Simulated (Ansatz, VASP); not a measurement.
## One calculation of Ti3Ag, two programs

```
Ti Ag
1.0
     4.15890    0.00000    0.00000
     0.00000    4.15890    0.00000
     0.00000    0.00000    3.92349
Ti Ag
3 1
Direct
  0.00000 0.50000 0.50000
  0.50000 0.00000 0.50000
  0.50000 0.50000 0.00000
  0.00000 0.00000 0.00000
```

Change from the starting cell: volume scaled by 0.98.

Alike in both runs: task single point; functional LDA; k mesh 9 × 9 × 9; occupations fermi-dirac, width 0.08 eV; no spin polarisation.

```csv
,VASP,Ansatz
version,VASP 6.6.1,Ansatz 0.2.0
potentials or method,"VASP PAW LDA potentials, release 64 (Ti_sv, Ag), cutoff 520 eV","all-electron LAPW, scalar-relativistic"
```

```tsv
	VASP	Ansatz	Ansatz less VASP
pressure (GPa)	-7.8	-7.9	-0.09
traceless stress, the component that is largest in VASP (GPa)	1.44	1.45	+0.003
```

LDA's correlation is that of Perdew and Zunger in VASP and of Perdew and Wang (1992) in Ansatz. Ansatz ran all-electron here, and VASP with PAW potentials.
